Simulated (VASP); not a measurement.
# CdS (P6_3mc) in VASP: a series of runs

Runs on CdS. Level: PBEsol. Tasks: relaxation of cell and atoms.

Everything below comes from runs of VASP 6.6.1. Logs are shortened: lines on timing, memory, paths and dates and some standing lists are left out, and cuts for length are marked.

### Step 1. The cell of the first run

The structure is hexagonal, space group P6_3mc (No. 186). Conventional cell: a = 4.124 Å, b = 4.124 Å, c = 6.710 Å, α = 90.00°, β = 90.00°, γ = 120.00°. Cd (site symmetry 3m) has 4 S at 2.52 to 2.53 Å within 3.3 Å. Within 3.3 Å of S (site symmetry 3m) lie 4 Cd at 2.52 to 2.53 Å.

### Step 2. Relaxation of cell and atoms, PBEsol, target pressure 2 GPa, at which the enthalpy is minimised

Contents of INCAR:

```
PREC = Accurate ; ENCUT = 600
EDIFF = 1E-7 ; ISMEAR = 0
SIGMA = 0.01 ; LREAL = False
LASPH = True ; NELM = 80
ALGO = Normal ; ISIF = 3
LWAVE = False ; LCHARG = False
GGA = PS ; IBRION = 2
NSW = 100 ; EDIFFG = -0.002
PSTRESS = 20.0
```

Contents of KPOINTS:

```
Automatic mesh
0
Gamma
  6 6 4
```

Contents of POSCAR:

```
CdS
1.0
    4.1238575649      0.0000000000      0.0000000000
   -2.0619287824      3.5713654128      0.0000000000
    0.0000000000      0.0000000000      6.7096909191
Cd S
2 2
Direct
    0.3333333333      0.6666666667     -0.0007769940
    0.6666666667      0.3333333333      0.4992230060
    0.3333333333      0.6666666667      0.3757769940
    0.6666666667      0.3333333333      0.8757769940
```

Potentials or basis: VASP PAW PBE potentials, release 64 (Cd, S).

Run with:

```bash
cat potpaw_PBE.64/Cd/POTCAR potpaw_PBE.64/S/POTCAR > POTCAR
mpirun -np 1 vasp_std > vasp.out
```

OUTCAR:

```text
PREC = Accurate
   ENCUT = 600
   EDIFF = 1E-7
   ISMEAR = 0
   LREAL = False
   LASPH = True
   NELM = 80
   ISIF = 3
   GGA = PS
   IBRION = 2
   NSW = 100
   EDIFFG = -0.002
   PSTRESS = 20.0

 ion  position               nearest neighbor table
   1  0.333  0.667  0.999-   4 2.52   4 2.52   4 2.52   3 2.53
   2  0.667  0.333  0.499-   3 2.52   3 2.52   3 2.52   4 2.53
   3  0.333  0.667  0.376-   2 2.52   2 2.52   2 2.52   1 2.53
   4  0.667  0.333  0.876-   1 2.52   1 2.52   1 2.52   2 2.53

  LATTYP: Found a hexagonal cell.
 ALAT       =     4.1238575649
 C/A-ratio  =     1.6270423538

  Lattice vectors:

 A1 = (   4.1238575649,   0.0000000000,   0.0000000000)
 A2 = (  -2.0619287824,   3.5713654128,   0.0000000000)
 A3 = (   0.0000000000,   0.0000000000,   6.7096909191)

Analysis of symmetry for initial positions (statically):
=====================================================================
 Subroutine PRICEL returns:
 Original cell was already a primitive cell.

 Routine SETGRP: Setting up the symmetry group for a
 hexagonal supercell.

 Subroutine GETGRP returns: Found 12 space group operations
 (whereof  6 operations were pure point group operations)
 out of a pool of 24 trial point group operations.

The static configuration has the point symmetry C_3v.
 The point group associated with its full space group is C_6v.

Analysis of symmetry for dynamics (positions and initial velocities):
=====================================================================
 Subroutine PRICEL returns:
 Original cell was already a primitive cell.

 Routine SETGRP: Setting up the symmetry group for a
 hexagonal supercell.

 Subroutine GETGRP returns: Found 12 space group operations
 (whereof  6 operations were pure point group operations)
 out of a pool of 24 trial point group operations.

The dynamic configuration has the point symmetry C_3v.
 The point group associated with its full space group is C_6v.

 Subroutine INISYM returns: Found 12 space group operations
 (whereof  6 operations are pure point group operations),
 and found     1 'primitive' translations

----------------------------------------------------------------------------------------

                                     Primitive cell

  volume of cell :      98.8190
[... 83 lines left out ...]
   ISPIN  =      1    spin polarized calculation?
   LNONCOLLINEAR =      F non collinear calculations
   LSORBIT =      F    spin-orbit coupling
   LASPH  =      T    aspherical Exc in radial PAW
   ENCUT  =  600.0 eV  44.10 Ry    6.64 a.u.   8.24  8.24 13.40*2*pi/ulx,y,z
   NELM   =     80;   NELMIN=  2; NELMDL= -5     # of ELM steps
   EDIFF  = 0.1E-06   stopping-criterion for ELM
   LREAL  =      F    real-space projection
   EDIFFG = -.2E-02   stopping-criterion for IOM
   NSW    =    100    number of steps for IOM
   IBRION =      2    ionic relax: 0-MD 1-quasi-New 2-CG
   NFREE  =      1    steps in history (QN), initial steepest desc. (CG)
   ISIF   =      3    stress and relaxation
   ISYM   =      2    0-nonsym 1-usesym 2-fastsym
   POTIM  = 0.5000    time-step for ionic-motion
   TEBEG  =    0.0;   TEEND  =   0.0 temperature during run
   PSTRESS=   20.0 pullay stress
   NELECT =      36.0000    total number of electrons
   NUPDOWN=      -1.0000    fix difference up-down
   EMIN   =  10.00;   EMAX   =-10.00  energy-range for DOS
   EFERMI =   0.00;   METHOD = LEGACY
   ISMEAR =     0;   SIGMA  =   0.01  broadening in eV -4-tet -1-fermi 0-gaus
   EFERMI_NEDOS =   21; number of points for ismear=-14 and -15
   IALGO  =     38    algorithm
   IMIX   =      4    mixing-type and parameters
     AMIX     =   0.40;   BMIX     =  1.00
     AMIX_MAG =   1.60;   BMIX_MAG =  1.00
  volume/ion in A,a.u.               =      24.70       166.72
  Fermi-wavevector in a.u.,A,eV,Ry     =   1.169218  2.209502 18.600128  1.367071
  Thomas-Fermi vector in A             =   2.305694
   LORBIT       =      0    0 simple, 1 ext, 2 COOP (PROOUT), +10 PAW based schemes
   GGA     = PS    functional components
   LHFCALC =     F    Hartree Fock is set to
   AEXX    =    0.0000 exact exchange contribution
   IVDW    =     0    specifies the selected vdW correction
   LEPSILON=     F    determine dielectric tensor
   LRPA    =     F    only Hartree local field effects (RPA)
 conjugate gradient relaxation of ions
 non-spin polarized calculation
 Gauss-broadening in eV      SIGMA  =   0.01
  energy-cutoff  :      600.00
  volume of cell :       98.82
 maximum number of plane-waves:      3318
 NGX is ok and might be reduce to    36
   NGX = 17   NGY = 17   NGZ = 27

--------------------------------------- Ionic step        1  -------------------------------------------

 number of electron      36.0000002 magnetization

 Free energy of the ion-electron system (eV)
  ---------------------------------------------------
  ext. energy  EPLUGINS =         0.00000000
  ---------------------------------------------------
  free energy    TOTEN  =       -13.63041376 eV

  energy without entropy =      -13.63041376  energy(sigma->0) =      -13.63041376

------------------------ aborting loop because EDIFF is reached ----------------------------------------

  FORCE on cell =-STRESS in cart. coord.  units (eV):
  Direction    XX          YY          ZZ          XY          YZ          ZX
  --------------------------------------------------------------------------------------
  -------------------------------------------------------------------------------------
  Total        0.2396479      0.2396479      0.2269977      0.0000000      0.0000000      0.0000000
  in kB        3.8854718      3.8854718      3.6803703      0.0000000      0.0000000      0.0000000
  external PRESSURE =     -16.1828954 kB  Pullay stress =      20.0000000 kB
[... 103 lines left out ...]
  energy  without entropy=      -13.6129787530  energy(sigma->0) =      -13.61297875

  enthalpy is  TOTEN    =       -12.4092238446 eV   P V=        1.2037549084

[... ionic steps 4 to 7 ...]

--------------------------------------- Ionic step        8  -------------------------------------------

 number of electron      35.9999996 magnetization

------------------------ aborting loop because EDIFF is reached ----------------------------------------
[... 75 lines left out ...]
--------------------------------------- Ionic step       10  -------------------------------------------

 number of electron      35.9999996 magnetization

 Free energy of the ion-electron system (eV)
  ---------------------------------------------------
  ext. energy  EPLUGINS =         0.00000000
  ---------------------------------------------------
  free energy    TOTEN  =       -13.61300613 eV

  energy without entropy =      -13.61300613  energy(sigma->0) =      -13.61300613

 E-fermi :   1.5409     XC(G=0):  -9.5050

 val. band max:        1.4620872635   @ k =   0.0000   0.0000   0.0000
 cond. band min:       2.6130136806   @ k =   0.0000   0.0000   0.0000
 fundamental gap:      1.1509264171
 Fermi energy:         1.5408736920

 k-point     1 :       0.0000    0.0000    0.0000
  band No.  band energies     occupation
      1     -11.1087      2.00000
      2     -10.6345      2.00000
      3      -6.3602      2.00000
      4      -6.3518      2.00000
      5      -6.3518      2.00000
      6      -6.2597      2.00000
[... 549 lines left out ...]
  energy  without entropy=      -13.6130061279  energy(sigma->0) =      -13.61300613

  enthalpy is  TOTEN    =       -12.4092258288 eV   P V=        1.2037802991

 reached required accuracy - stopping structural energy minimisation
```

CONTCAR:

```text
CdS
   1.00000000000000
     4.0904126228524653    0.0000000000023975    0.0000000000000000
    -2.0452063113745615    3.5424012433581349    0.0000000000000000
     0.0000000000000000    0.0000000000000000    6.6552281245664524
  Cd              S
     2     2
Direct
     0.3333333332999970    0.6666666667000030    0.9992720240818719
     0.6666666667000030    0.3333333332999970    0.4992720240818717
     0.3333333332999970    0.6666666667000030    0.3757279759181283
     0.6666666667000030    0.3333333332999970    0.8757279759181281

  0.00000000E+00  0.00000000E+00  0.00000000E+00
  0.00000000E+00  0.00000000E+00  0.00000000E+00
  0.00000000E+00  0.00000000E+00  0.00000000E+00
  0.00000000E+00  0.00000000E+00  0.00000000E+00
```

Wall time 9.3 min (1 thread of Intel Xeon 8259CL, shared host); peak memory 0.29 GiB.

What came out:

- Free energy: -13.6130 eV
- Relaxed volume: 24.11 Å³/atom
- Relaxed cell: a = 4.090 Å, b = 4.090 Å, c = 6.655 Å, α = 90.00°, β = 90.00°, γ = 120.00°
- Space group after relaxing (to 0.1 Å): P6_3mc (No. 186)
- Energy change on relaxing (the run minimises the enthalpy): +4.4 meV/atom
- Ionic steps: 10
- Pressure after relaxing: 2.0 GPa
- Band gap on the k mesh: 1.15 eV

The path:
```csv
step,energy change (eV),largest force (eV/Å),pressure (GPa),volume (Å³)
1,0.0000,0.0023,0.38,98.82
2,0.0347,0.0029,2.87,95.29
3,0.0174,0.0026,2.00,96.43
4,0.0168,0.0026,1.97,96.48
5,0.0169,0.0012,1.97,96.48
6,0.0169,0.0004,1.97,96.48
7,0.0170,0.0001,1.98,96.47
8,0.0172,0.0004,1.99,96.45
9,0.0177,0.0014,2.02,96.41
10,0.0174,0.0008,2.00,96.43
```

Final structure:
```cif
data_structure
_symmetry_space_group_name_H-M 'P 1'
_symmetry_Int_Tables_number 1
_cell_length_a 4.0904
_cell_length_b 4.0904
_cell_length_c 6.6552
_cell_angle_alpha 90.000
_cell_angle_beta 90.000
_cell_angle_gamma 120.000
_cell_volume 96.43
loop_
_atom_site_label
_atom_site_type_symbol
_atom_site_fract_x
_atom_site_fract_y
_atom_site_fract_z
_atom_site_occupancy
Cd1 Cd 0.33333 0.66667 0.99927 1
Cd2 Cd 0.66667 0.33333 0.49927 1
S1 S 0.33333 0.66667 0.37573 1
S2 S 0.66667 0.33333 0.87573 1
```

Levels at points of the mesh, in eV from the valence-band top:
| k point | band 15 | band 16 | band 17 | band 18 | band 19 | band 20 | band 21 | band 22 |
| --- | --- | --- | --- | --- | --- | --- | --- | --- |
| (0.00, 0.00, 0.00) | -0.82 | -0.05 | 0.00 | 0.00 | 1.15 | 2.71 | 6.37 | 6.37 |
| (0.50, 0.00, 0.00) | -2.85 | -2.02 | -1.41 | -0.82 | 3.69 | 3.75 | 4.96 | 6.42 |
| (0.00, 0.00, 0.50) | -0.42 | -0.42 | -0.42 | -0.42 | 2.81 | 2.81 | 6.10 | 6.10 |
| (0.50, 0.00, 0.50) | -1.45 | -1.45 | -1.43 | -1.43 | 3.36 | 3.36 | 5.28 | 5.28 |

Caveat: the cell is relaxed towards a set pressure, so the run minimises the enthalpy, not the energy; the PAW data sets were made with another functional, which shifts forces and pressure a little.

### Step 3. Relaxation of cell and atoms, PBEsol, target pressure 4 GPa, at which the enthalpy is minimised

Contents of INCAR:

```
SYSTEM = CdS
ALGO = Normal
EDIFF = 1E-6
EDIFFG = -0.002
ENCUT = 600
GGA = PS
IBRION = 2
ISIF = 3
ISMEAR = 0
LASPH = .TRUE.
LCHARG = .FALSE.
LREAL = .FALSE.
LWAVE = .FALSE.
NELM = 80
NSW = 100
PREC = Accurate
PSTRESS = 40.0
SIGMA = 0.01
```

Contents of KPOINTS:

```
k-points
0
G
  6 6 4
  0 0 0
```

POSCAR is that of step 2.

Potentials or basis: VASP PAW PBE potentials, release 64 (Cd, S).

Run with:

```bash
cat potpaw_PBE.64/Cd/POTCAR potpaw_PBE.64/S/POTCAR > POTCAR
mpirun -np 1 vasp_std > vasp.out
```

It took 11 min on 1 thread of Intel Xeon 8259CL, shared host; peak memory 0.29 GiB.

Results (log left out):

| Quantity | Value |
| --- | --- |
| Free energy | -13.5653 eV |
| Relaxed volume | 23.47 Å³/atom |
| Relaxed cell | a = 4.052 Å, b = 4.052 Å, c = 6.601 Å, α = 90.00°, β = 90.00°, γ = 120.00° |
| Space group after relaxing (to 0.1 Å) | P6_3mc (No. 186) |
| Energy change on relaxing (the run minimises the enthalpy) | +16.3 meV/atom |
| Ionic steps | 17 |
| Pressure after relaxing | 4.0 GPa |
| Band gap on the k mesh | 1.21 eV |

Step by step:
```csv
step,energy change (eV),largest force (eV/Å),pressure (GPa),volume (Å³)
1,0.0000,0.0023,0.38,98.82
2,0.1578,0.0072,6.59,91.05
3,0.0646,0.0055,3.99,93.89
4,0.0670,0.0056,4.09,93.80
5,0.0629,0.0025,3.94,93.96
6,0.0647,0.0041,3.95,93.89
7,0.0654,0.0044,4.00,93.86
8,0.0653,0.0039,4.04,93.86
9,0.0650,0.0037,4.02,93.87
10,0.0649,0.0035,4.02,93.88
11,0.0648,0.0035,4.02,93.88
12,0.0648,0.0036,4.01,93.88
13,0.0647,0.0029,4.01,93.89
14,0.0645,0.0020,4.00,93.89
15,0.0642,0.0013,3.98,93.91
16,0.0644,0.0016,3.99,93.90
17,0.0651,0.0001,4.00,93.87
```

Final structure:
```yaml
crystal:
  lattice:
    - [4.05216, 0.00000, 0.00000]
    - [-2.02608, 3.50927, 0.00000]
    - [0.00000, 0.00000, 6.60114]
  atoms:
    - { symbol: Cd, position: [0.33333, 0.66667, 0.99948] }
    - { symbol: Cd, position: [0.66667, 0.33333, 0.49948] }
    - { symbol: S, position: [0.33333, 0.66667, 0.37552] }
    - { symbol: S, position: [0.66667, 0.33333, 0.87552] }
```

Levels at points of the mesh, in eV from the valence-band top:
```tsv
k point	band 15	band 16	band 17	band 18	band 19	band 20	band 21	band 22
(0.00, 0.00, 0.00)	-0.86	-0.06	0.00	0.00	1.21	2.75	6.36	6.36
(0.50, 0.00, 0.00)	-2.98	-2.12	-1.49	-0.86	3.74	3.75	4.93	6.51
(0.00, 0.00, 0.50)	-0.45	-0.45	-0.45	-0.45	2.86	2.86	6.12	6.12
(0.50, 0.00, 0.50)	-1.53	-1.53	-1.51	-1.51	3.36	3.36	5.29	5.29
```

Caveat: the cell is relaxed towards a set pressure, so the run minimises the enthalpy, not the energy; the PAW data sets were made with another functional, which shifts forces and pressure a little.

(Part 1 of 2 ends here.)
